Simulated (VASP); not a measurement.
Write the native input for VASP 6.6.1 that does the following.

```
Task                   : single point
Functional             : PBE
Dispersion             : D3(BJ)
Potentials or basis    : VASP PAW PBE potentials, release 64 (W_sv, S)
Cutoff                 : 520 eV
k mesh                 : 10 × 10 × 3
Occupations            : gaussian, width 0.05 eV
Spin                   : no spin polarisation
Dipole correction      : no
Further INCAR settings : ALGO = Normal; EDIFF = 1e-06; NBANDS = 35
```

The structure of WS2 lies in POSCAR:

```
WS2
1.0
   -3.1542061832      0.0000000000      0.0000000000
   -1.5771030916     -2.7316226834      0.0000000000
   -3.9426000187     -2.2762611821     12.1399091344
W S
2 4
Direct
    0.1250083333      0.1250083333      0.2500000000
    0.0416916667      0.0416916667      0.7500000000
   -0.1835521743     -0.1835521743      0.6202874207
    0.5664311590      0.5664311590      0.1202874207
   -0.3997311590     -0.3997311590      0.8797125793
    0.3502521743      0.3502521743      0.3797125793
```

This cell differs from its parent crystal: the part above a cut slid along it.

These files were run (other wordings do the same):

INCAR

```
SYSTEM = WS2
  ALGO = Normal
  EDIFF = 1E-6
  ENCUT = 520
  GGA = PE
  ISIF = 2
  ISMEAR = 0
  IVDW = 12
  LASPH = .True.
  LCHARG = .False.
  LREAL = .False.
  LWAVE = .False.
  NBANDS = 35
  NELM = 80
  PREC = Accurate
  SIGMA = 0.05
```

KPOINTS

```
k-points
0
Gamma
  10 10 3
  0 0 0
```

Potentials or basis: VASP PAW PBE potentials, release 64 (W_sv, S).

Launch:

```sh
$ cat potpaw_PBE.64/W_sv/POTCAR potpaw_PBE.64/S/POTCAR > POTCAR
$ mpirun -np 1 vasp_std > vasp.out
```

It gave:

| Property | Result |
| --- | --- |
| Pressure | 0.5 GPa |
| Largest force | 0.290 eV/Å |
| Band gap on the k mesh | 0.92 eV (least direct gap 2.12 eV) |
| Dispersion energy per atom | -0.435 eV |

Caveat: the cell differs from its parent crystal (the part above a cut slid along it); spin-orbit coupling is left out, which moves the levels of the heavy elements.

Run time: 5.7 min on 1 thread of Intel(R) Xeon(R) 6975P-C (Granite Rapids) (shared host), peak memory 0.39 GiB.
